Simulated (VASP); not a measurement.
Wanted: the native input for a VASP 6.6.1 run.

```
Task                   : single point
Functional             : PBE
Potentials or basis    : VASP PAW PBE potentials, release 64 (Cs_sv, Y_sv)
Cutoff                 : 520 eV
k mesh                 : 6 × 6 × 6
Occupations            : gaussian, width 0.1 eV
Spin                   : no spin polarisation
Dipole correction      : no
Further INCAR settings : ALGO = Fast; EDIFF = 1e-06; NBANDS = 46
```

The structure of CsY6 lies in POSCAR:

```
CsY6
1.0
    8.0064328414      0.0000000000      0.0000000000
    0.0000000000      8.0064328414      0.0000000000
    0.0000000000      0.0000000000      8.0064328414
Cs Y
1 6
Direct
    0.0000000000      0.0000000000      0.0000000000
    0.2096928883      0.5000000000      0.5000000000
    0.5000000000      0.2096928883      0.5000000000
    0.7903071117      0.5000000000      0.5000000000
    0.5000000000      0.7903071117      0.5000000000
    0.5000000000      0.5000000000      0.2096928883
    0.5000000000      0.5000000000      0.7903071117
```

The cell was generated, and may not be a known phase.

These files were run (other wordings do the same):

INCAR

```
SYSTEM = CsY6
PREC = Accurate
ENCUT = 520
EDIFF = 1E-6
ISMEAR = 0
SIGMA = 0.1
LREAL = .FALSE.
LASPH = .TRUE.
NELM = 80
ALGO = Fast
ISIF = 2
LWAVE = .FALSE.
LCHARG = .FALSE.
GGA = PE
NBANDS = 46
```

KPOINTS

```
Automatic mesh
0
G
  6 6 6
  0 0 0
```

Potentials or basis: VASP PAW PBE potentials, release 64 (Cs_sv, Y_sv).

The run is started by

```console
$ cat potpaw_PBE.64/Cs_sv/POTCAR potpaw_PBE.64/Y_sv/POTCAR > POTCAR
$ mpirun -np 1 vasp_std > vasp.out
```

Results of the run:

- Pressure: 0.0 GPa
- Largest force: 0.005 eV/Å
- Band gap on the k mesh: zero (an odd number of electrons rules out a gap without spin polarisation)

Caveat: spin-orbit coupling is left out, which moves the levels of the heavy elements.

It took 31 min on 1 thread of AMD EPYC 7R13 Processor (Zen 3), on a shared host, peak memory 0.73 GiB.
